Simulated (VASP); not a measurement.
Here is a VASP 6.6.1 calculation.

The input INCAR:

```
SYSTEM = Sc
PREC = Accurate
ENCUT = 500
EDIFF = 1E-6
ISMEAR = 1
SIGMA = 0.01
LREAL = .False.
LASPH = .True.
NELM = 120
ALGO = Normal
ISIF = 2
LWAVE = .False.
LCHARG = .False.
GGA = LIBXC
LIBXC1 = GGA_X_PBE_R
LIBXC2 = LDA_C_PW
NBANDS = 12
GGA_COMPAT = .False.
```

KPOINTS

```
regular mesh
0
Gamma
  10 10 10
  0 0 0
```

The input POSCAR:

```
Sc
1.0
    3.1434507349      0.0000000000      0.0000000000
   -1.2388999924      2.9416322373      0.0000000000
   -0.8742133259     -1.5478315878      2.7310207915
Sc
1
Direct
   -0.0015380000      0.0199560000      0.0339160000
```

Potentials or basis: VASP PAW PBE potentials, release 64 (Sc_sv).

Command:

```bash
$ cat potpaw_PBE.64/Sc_sv/POTCAR > POTCAR
$ mpirun -np 1 vasp_std > vasp.out
```

Problem. Predict the pressure.

Solution. 2.5 GPa.

Problem. Estimate the band gap on the k mesh.

Solution. Zero (an odd number of electrons rules out a gap without spin polarisation).

Stress tensor (GPa, compression positive):
```
 3.54 -0.23  0.46
-0.23  2.49 -0.18
 0.46 -0.18  1.43
```

Caveat: the PAW data sets were made with another functional, which shifts forces and pressure a little.
